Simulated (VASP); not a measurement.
Write the native input for VASP 6.6.1 that does the following.

| Item | Value |
| --- | --- |
| Task | single point |
| Functional | PBE exchange alone |
| Potentials or basis | VASP PAW PBE potentials, release 64 (Te, Mo_sv) |
| Cutoff | 520 eV |
| k mesh | 4 × 8 × 1 |
| Occupations | fermi-dirac, width 0.05 eV |
| Spin | no spin polarisation |
| Dipole correction | no |
| Further INCAR settings | ALGO = Normal; EDIFF = 1e-06; NBANDS = 35 |

The structure of Te2Mo lies in POSCAR:

```
Te2Mo
1.0
    6.2317438208      0.0000000000      0.0000000000
    0.0000000000      3.4093544903      0.0000000000
   -0.0839909111      0.0000000000     35.4373997734
Te Mo
4 2
Direct
    0.4292511000      0.7500000000      0.5407035800
    0.5707489000      0.2500000000      0.4592964200
    0.9208478700      0.2500000000      0.5565273200
    0.0791521300      0.7500000000      0.4434726800
    0.1813475600      0.2500000000      0.4974653700
    0.8186524400      0.7500000000      0.5025346300
```

One way to write it, as run:

INCAR

```
AGGAC    = 0.0          
ALDAC    = 0.0          
ALGO     = Normal         # electronic algorithm
EDIFF    = 1E-6           # SCF threshold, eV
ENCUT    = 520            # plane-wave cutoff, eV
GGA      = PE             # functional
ISIF     = 2              # what is computed and relaxed
ISMEAR   = -1             # smearing method
LASPH    = T              # aspherical terms in the spheres
LCHARG   = F              # write CHGCAR
LREAL    = F              # projectors in reciprocal space
LWAVE    = F              # write WAVECAR
NBANDS   = 35             # bands
NELM     = 60             # most SCF steps
PREC     = Accurate       # precision mode
SIGMA    = 0.05           # smearing width, eV
```

KPOINTS

```
k-points
0
Gamma
  4 8 1
```

Potentials or basis: VASP PAW PBE potentials, release 64 (Te, Mo_sv).

The run is started by

```sh
$ cat potpaw_PBE.64/Te/POTCAR potpaw_PBE.64/Mo_sv/POTCAR > POTCAR
$ mpirun -np 1 vasp_std > vasp.out
```

It gave:

```yaml
Largest_force: 2.984 eV/Å
Band_gap_on_the_k_mesh: zero (bands 26 and 27 overlap by 0.22 eV)
```

Caveat: spin-orbit coupling is left out, which moves the levels of the heavy elements.

Wall time 7.4 min on 1 thread of Intel(R) Xeon(R) 6975P-C (Granite Rapids) (shared host), peak memory 0.87 GiB.
